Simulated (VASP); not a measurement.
Si:

```xyz
2
Lattice="0.0000 2.7577 2.7577 2.7577 0.0000 2.7577 2.7577 2.7577 0.0000" Properties=species:S:1:pos:R:3 pbc="T T T"
Si    2.7577    2.7577    2.7577
Si    4.1365    4.1365    4.1365
```

Base run:

```yaml
Program: VASP 6.6.1
Functional: PBE
Potentials_or_basis: VASP PAW PBE potentials, release 64 (Si)
Cutoff: 520 eV
k_mesh: 8 × 8 × 8
Occupations: fermi-dirac, width 0.05 eV
Spin: no spin polarisation
```

Its results: band gap on the k mesh 0.69 eV, indirect (least direct gap 2.53 eV); pressure -2.1 GPa.

**Question.** After a change of settings the same cell gave: band gap on the k mesh 0.69 eV, indirect (least direct gap 2.53 eV); pressure -4.4 GPa. Which change was it?
A. dispersion from none to D4
B. functional from PBE to r2SCAN; dispersion from none to D3(BJ)
C. functional from PBE to RPBE
D. functional from PBE to revPBE; further incar settings from ALGO = Normal; EDIFF = 1e-06; NBANDS = 11 to ALGO = Normal; EDIFF = 1e-07; NBANDS = 11

**Answer.** A.

Dispersion adds attraction, which lowers the pressure at fixed volume and, as a term added to the energy, leaves the levels alone.
